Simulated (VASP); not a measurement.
# BAs (F-43m) in VASP: single point with PBE

Aim: the single point of BAs with PBE.

Program: VASP 6.6.1. These are calculated values, not measurements. Logs are shortened: lines on timing, memory, paths and dates and some standing lists are left out, and cuts for length are marked.

## 1. The cell of the first run

Symmetry: F-43m, No. 216, cubic system. The conventional cell has a = 4.777 Å, b = 4.777 Å, c = 4.777 Å, α = 90.00°, β = 90.00°, γ = 90.00°. B (site symmetry -43m) has 4 As at 2.07 Å within 2.7 Å. Within 2.7 Å of As (site symmetry -43m) lie 4 B at 2.07 Å.

## 2. Single point, PBE

INCAR

```
SYSTEM = BAs
ALGO = Normal
EDIFF = 1E-6
ENCUT = 500
GGA = PE
GGA_COMPAT = .False.
ISIF = 2
ISMEAR = 0
LASPH = .True.
LCHARG = .True.
LELF = .True.
LREAL = .False.
LVHAR = .True.
LWAVE = .False.
NBANDS = 11
NELM = 120
PREC = Accurate
SIGMA = 0.01
```

KPOINTS

```
k-points
0
Gamma
  6 6 6
  0 0 0
```

POSCAR

```
BAs
1.0
    0.0000000000      2.3885000000      2.3885000000
    2.3885000000      0.0000000000      2.3885000000
    2.3885000000      2.3885000000      0.0000000000
B As
1 1
Direct
    0.0000000000      0.0000000000      0.0000000000
    0.2500000000      0.2500000000      0.2500000000
```

Potentials or basis: VASP PAW PBE potentials, release 64 (B, As).

The run is started by

```bash
cat potpaw_PBE.64/B/POTCAR potpaw_PBE.64/As/POTCAR > POTCAR
mpirun -np 1 vasp_std > vasp.out
```

OUTCAR:

```text
SYSTEM = BAs
   EDIFF = 1E-6
   ENCUT = 500
   GGA = PE
   ISIF = 2
   ISMEAR = 0
   LASPH = .True.
   LREAL = .False.
   NELM = 120
   PREC = Accurate

 ion  position               nearest neighbor table
   1  0.000  0.000  0.000-   2 2.07   2 2.07   2 2.07   2 2.07
   2  0.250  0.250  0.250-   1 2.07   1 2.07   1 2.07   1 2.07

  LATTYP: Found a face centered cubic cell.
 ALAT       =     4.7770000000

  Lattice vectors:

 A1 = (   0.0000000000,   2.3885000000,   2.3885000000)
 A2 = (   2.3885000000,   0.0000000000,   2.3885000000)
 A3 = (   2.3885000000,   2.3885000000,   0.0000000000)

Analysis of symmetry for initial positions (statically):
=====================================================================
 Subroutine PRICEL returns:
 Original cell was already a primitive cell.

 Routine SETGRP: Setting up the symmetry group for a
 face centered cubic supercell.

 Subroutine GETGRP returns: Found 24 space group operations
 (whereof 24 operations were pure point group operations)
 out of a pool of 48 trial point group operations.

The static configuration has the point symmetry T_d .

Analysis of symmetry for dynamics (positions and initial velocities):
=====================================================================
 Subroutine PRICEL returns:
 Original cell was already a primitive cell.

 Routine SETGRP: Setting up the symmetry group for a
 face centered cubic supercell.

 Subroutine GETGRP returns: Found 24 space group operations
 (whereof 24 operations were pure point group operations)
 out of a pool of 48 trial point group operations.

The dynamic configuration has the point symmetry T_d .

 Subroutine INISYM returns: Found 24 space group operations
 (whereof 24 operations are pure point group operations),
 and found     1 'primitive' translations

----------------------------------------------------------------------------------------

                                     Primitive cell

  volume of cell :      27.2525

  direct lattice vectors                    reciprocal lattice vectors
     0.000000000  2.388500000  2.388500000    -0.209336404  0.209336404  0.209336404
     2.388500000  0.000000000  2.388500000     0.209336404 -0.209336404  0.209336404
     2.388500000  2.388500000  0.000000000     0.209336404  0.209336404 -0.209336404

  length of vectors
     3.377849094  3.377849094  3.377849094     0.362581287  0.362581287  0.362581287

  position of ions in fractional coordinates (direct lattice)
     0.000000000  0.000000000  0.000000000
     0.250000000  0.250000000  0.250000000

  ion indices of the primitive-cell ions
   primitive index   ion index
                 1           1
                 2           2

----------------------------------------------------------------------------------------

 KPOINTS: k-points

Automatic generation of k-mesh.
 Grid dimensions read from file:
 generate k-points for:    6    6    6

 Generating k-lattice:

  Cartesian coordinates                     Fractional coordinates (reciprocal lattice)
    -0.034889401  0.034889401  0.034889401     0.166666667  0.000000000  0.000000000
     0.034889401 -0.034889401  0.034889401     0.000000000  0.166666667  0.000000000
     0.034889401  0.034889401 -0.034889401     0.000000000  0.000000000  0.166666667

  Length of vectors
     0.060430214  0.060430214  0.060430214

  Shift w.r.t. Gamma in fractional coordinates (k-lattice)
     0.000000000  0.000000000  0.000000000

 Subroutine IBZKPT returns following result:
 ===========================================

 Found     16 irreducible k-points:

 Following reciprocal coordinates:
            Coordinates               Weight
  0.000000  0.000000  0.000000      1.000000
  0.166667  0.000000  0.000000      8.000000
  0.333333  0.000000  0.000000      8.000000
  0.500000  0.000000  0.000000      4.000000
  0.166667  0.166667  0.000000      6.000000
  0.333333  0.166667  0.000000     24.000000
[... 8 lines left out ...]
 -0.333333  0.333333  0.166667     24.000000
 -0.333333  0.500000  0.166667     12.000000
   k-points           NKPTS =     16   k-points in BZ     NKDIM =     16   number of bands    NBANDS=     11
   number of dos      NEDOS =    301   number of ions     NIONS =      2
   total plane-waves  NPLWV =  21952
   dimension x,y,z NGX =    28 NGY =   28 NGZ =   28
   dimension x,y,z NGXF=    56 NGYF=   56 NGZF=   56
   ions per type =               1   1
   NGX,Y,Z   is equivalent  to a cutoff of  13.78, 13.78, 13.78 a.u.
   NGXF,Y,Z  is equivalent  to a cutoff of  27.56, 27.56, 27.56 a.u.
 SYSTEM =  BAs
   PREC   = accura    normal or accurate (medium, high low for compatibility)
   ISTART =      0    job   : 0-new  1-cont  2-samecut
   ICHARG =      2    charge: 1-file 2-atom 10-const
   ISPIN  =      1    spin polarized calculation?
   LNONCOLLINEAR =      F non collinear calculations
   LSORBIT =      F    spin-orbit coupling
   LASPH  =      T    aspherical Exc in radial PAW
   ENCUT  =  500.0 eV  36.75 Ry    6.06 a.u.   6.16  6.16  6.16*2*pi/ulx,y,z
   NELM   =    120;   NELMIN=  2; NELMDL= -5     # of ELM steps
   EDIFF  = 0.1E-05   stopping-criterion for ELM
   LREAL  =      F    real-space projection
   EDIFFG = 0.1E-04   stopping-criterion for IOM
   NSW    =      0    number of steps for IOM
   IBRION =     -1    ionic relax: 0-MD 1-quasi-New 2-CG
   NFREE  =      0    steps in history (QN), initial steepest desc. (CG)
   ISIF   =      2    stress and relaxation
   ISYM   =      2    0-nonsym 1-usesym 2-fastsym
   POTIM  = 0.5000    time-step for ionic-motion
   TEBEG  =    0.0;   TEEND  =   0.0 temperature during run
   PSTRESS=    0.0 pullay stress
   NELECT =       8.0000    total number of electrons
   NUPDOWN=      -1.0000    fix difference up-down
   EMIN   =  10.00;   EMAX   =-10.00  energy-range for DOS
   EFERMI =   0.00;   METHOD = LEGACY
   ISMEAR =     0;   SIGMA  =   0.01  broadening in eV -4-tet -1-fermi 0-gaus
   EFERMI_NEDOS =   21; number of points for ismear=-14 and -15
   IALGO  =     38    algorithm
   IMIX   =      4    mixing-type and parameters
     AMIX     =   0.40;   BMIX     =  1.00
     AMIX_MAG =   1.60;   BMIX_MAG =  1.00
  volume/ion in A,a.u.               =      13.63        91.95
  Fermi-wavevector in a.u.,A,eV,Ry     =   1.088018  2.056057 16.106360  1.183784
  Thomas-Fermi vector in A             =   2.224191
   LORBIT       =      0    0 simple, 1 ext, 2 COOP (PROOUT), +10 PAW based schemes
   GGA     = PE    functional components
   LHFCALC =     F    Hartree Fock is set to
   AEXX    =    0.0000 exact exchange contribution
   IVDW    =     0    specifies the selected vdW correction
   LEPSILON=     F    determine dielectric tensor
   LRPA    =     F    only Hartree local field effects (RPA)
 non-spin polarized calculation
 Gauss-broadening in eV      SIGMA  =   0.01
  energy-cutoff  :      500.00
  volume of cell :       27.25
 maximum number of plane-waves:       701
 NGX is ok and might be reduce to    28
   NGX = 13   NGY = 13   NGZ = 13

 number of electron       8.0000000 magnetization

 Free energy of the ion-electron system (eV)
  ---------------------------------------------------
  ext. energy  EPLUGINS =         0.00000000
  ---------------------------------------------------
  free energy    TOTEN  =       -11.38737029 eV

  energy without entropy =      -11.38737029  energy(sigma->0) =      -11.38737029

 E-fermi :   6.1782     XC(G=0): -10.5810

 val. band max:        6.1325607774   @ k =   0.0000   0.0000   0.0000
 cond. band min:       7.4050152474   @ k =   0.3333   0.3333   0.0000
 fundamental gap:      1.2724544700
 Fermi energy:         6.1782067498

 k-point     1 :       0.0000    0.0000    0.0000
  band No.  band energies     occupation
      1      -9.2706      2.00000
      2       6.1326      2.00000
      3       6.1326      2.00000
      4       6.1326      2.00000
      5       9.4064      0.00000
      6       9.4064      0.00000
      7       9.4064      0.00000
      8      10.8198      0.00000
      9      15.7143      0.00000
     10      19.0790      0.00000
     11      19.0790      0.00000

 k-point     2 :       0.1667    0.0000    0.0000
  band No.  band energies     occupation
      1      -8.8177      2.00000
      2       3.1734      2.00000
      3       5.4504      2.00000
      4       5.4504      2.00000
      5       9.4329      0.00000
      6      10.2936      0.00000
      7      10.2936      0.00000
      8      12.7821      0.00000
      9      17.1353      0.00000
     10      17.4188      0.00000
     11      17.4188      0.00000

 k-point     3 :       0.3333    0.0000    0.0000
  band No.  band energies     occupation
      1      -7.5515      2.00000
      2      -0.6106      2.00000
      3       4.6159      2.00000
      4       4.6159      2.00000
      5       8.9952      0.00000
      6      10.9585      0.00000
      7      10.9585      0.00000
      8      14.8128      0.00000
      9      17.6257      0.00000
     10      18.1540      0.00000
     11      18.1540      0.00000

 k-point     4 :       0.5000    0.0000    0.0000
  band No.  band energies     occupation
      1      -6.3985      2.00000
      2      -2.6585      2.00000
      3       4.3102      2.00000
      4       4.3102      2.00000
      5       8.8238      0.00000
      6      10.9102      0.00000
      7      10.9102      0.00000
      8      14.9959      0.00000
      9      18.8484      0.00000
     10      20.7006      0.00000
     11      20.7006      0.00000

 k-point     5 :       0.1667    0.1667    0.0000
  band No.  band energies     occupation
      1      -8.6650      2.00000
      2       3.8486      2.00000
      3       4.4193      2.00000
      4       4.4193      2.00000
      5       8.3756      0.00000
      6      11.7668      0.00000
      7      11.7668      0.00000
      8      11.7714      0.00000
      9      15.8113      0.00000
     10      17.9127      0.00000
     11      19.7423      0.00000
[... 99 lines left out ...]
 k-point    13 :       0.5000    0.5000    0.0000
  band No.  band energies     occupation
      1      -5.0806      2.00000
      2      -2.3994      2.00000
      3       2.0506      2.00000
      4       2.0506      2.00000
      5       7.5569      0.00000
      6       7.5717      0.00000
      7      17.4991      0.00000
      8      17.4991      0.00000
      9      18.9980      0.00000
     10      23.4058      0.00000
     11      23.9407      0.00000

 k-point    14 :       0.5000    0.3333    0.1667
  band No.  band energies     occupation
      1      -6.4702      2.00000
      2      -0.6241      2.00000
      3       1.2559      2.00000
      4       2.9149      2.00000
      5       9.9110      0.00000
      6      11.3231      0.00000
      7      11.9944      0.00000
      8      15.1753      0.00000
      9      17.5794      0.00000
     10      19.8629      0.00000
     11      22.2196      0.00000

 k-point    15 :      -0.3333    0.3333    0.1667
  band No.  band energies     occupation
      1      -5.4421      2.00000
      2      -1.9187      2.00000
      3       0.7155      2.00000
      4       2.2664      2.00000
      5      10.4624      0.00000
      6      11.3702      0.00000
      7      13.5839      0.00000
      8      15.0313      0.00000
      9      16.3779      0.00000
     10      20.5879      0.00000
     11      22.4106      0.00000

 k-point    16 :      -0.3333    0.5000    0.1667
  band No.  band energies     occupation
      1      -4.9616      2.00000
      2      -2.0763      2.00000
      3       0.9765      2.00000
      4       1.1718      2.00000
      5       9.9022      0.00000
      6      10.1191      0.00000
      7      14.7769      0.00000
      8      15.0217      0.00000
      9      18.4396      0.00000
     10      21.7908      0.00000
     11      21.9615      0.00000

------------------------ aborting loop because EDIFF is reached ----------------------------------------

  FORCE on cell =-STRESS in cart. coord.  units (eV):
  Direction    XX          YY          ZZ          XY          YZ          ZX
  --------------------------------------------------------------------------------------
  -------------------------------------------------------------------------------------
  Total        0.5897231      0.5897231      0.5897231      0.0000000     -0.0000000     -0.0000000
  in kB       34.6699309     34.6699309     34.6699309      0.0000000     -0.0000000     -0.0000000
  external PRESSURE =      34.6699309 kB  Pullay stress =       0.0000000 kB

 VOLUME and BASIS-vectors are now :
 -----------------------------------------------------------------------------
  energy-cutoff  :      500.00
  volume of cell :       27.25
      direct lattice vectors                 reciprocal lattice vectors
     0.000000000  2.388500000  2.388500000    -0.209336404  0.209336404  0.209336404
     2.388500000  0.000000000  2.388500000     0.209336404 -0.209336404  0.209336404
     2.388500000  2.388500000  0.000000000     0.209336404  0.209336404 -0.209336404

 POSITION                                       TOTAL-FORCE (eV/Angst)
 -----------------------------------------------------------------------------------
      0.00000      0.00000      0.00000         0.000000      0.000000     -0.000000
      1.19425      1.19425      1.19425        -0.000000     -0.000000      0.000000
 -----------------------------------------------------------------------------------
    total drift:                               -0.000000     -0.000000     -0.000000

  FREE ENERGIE OF THE ION-ELECTRON SYSTEM (eV)
  ---------------------------------------------------
  free  energy   TOTEN  =       -11.3873702871 eV

  energy  without entropy=      -11.3873702871  energy(sigma->0) =      -11.38737029
```

Run time: 5.6 s. Hardware: 1 thread of Intel Xeon 6975P-C, shared host; peak memory 0.15 GiB.

What came out:

| Quantity | Value |
| --- | --- |
| Free energy | -11.3874 eV |
| Pressure | 3.5 GPa |
| Band gap on the k mesh | 1.27 eV, indirect (least direct gap 3.27 eV) |

A k mesh can miss the band edges. PBE gaps usually lie below the measured ones, often by a third to a half.
